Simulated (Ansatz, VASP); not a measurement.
## In: VASP beside Ansatz

```
In
1.0
     1.66964    0.96397    8.20746
    -1.66964    0.96397    8.20746
     0.00000   -1.92793    8.20746
In
3
Direct
  0.00000 0.00000 0.00000
  0.77801 0.77801 0.77801
  0.22199 0.22199 0.22199
```

Alike in both runs: task single point; functional PBE; k mesh 6 × 6 × 6; occupations gaussian, width 0.1 eV; no spin polarisation.

|  | VASP | Ansatz |
| --- | --- | --- |
| version | VASP 6.6.1 | Ansatz 0.2.0 |
| potentials or method | VASP PAW PBE potentials, release 64 (In_d), cutoff 520 eV | scalar-relativistic, plane waves, PAW |
| valence electrons in the cell | 39 | 39 |

```tsv
	VASP	Ansatz	Ansatz less VASP
gap on the k mesh at the Fermi level (eV)	none	none	-
pressure (GPa)	1.3	1.4	+0.08
traceless stress, the component that is largest in VASP (GPa)	-0.94	-0.94	+0.006
rms of the force components (eV/Å)	0.006	0.006	+0.0003
```

Atom by atom the forces differ by 0.000 eV/Å (rms over components). A gap of «none» marks a metal or a gap that the smearing closes.

The k mesh is coarse, so the values compare programs but aren't converged.
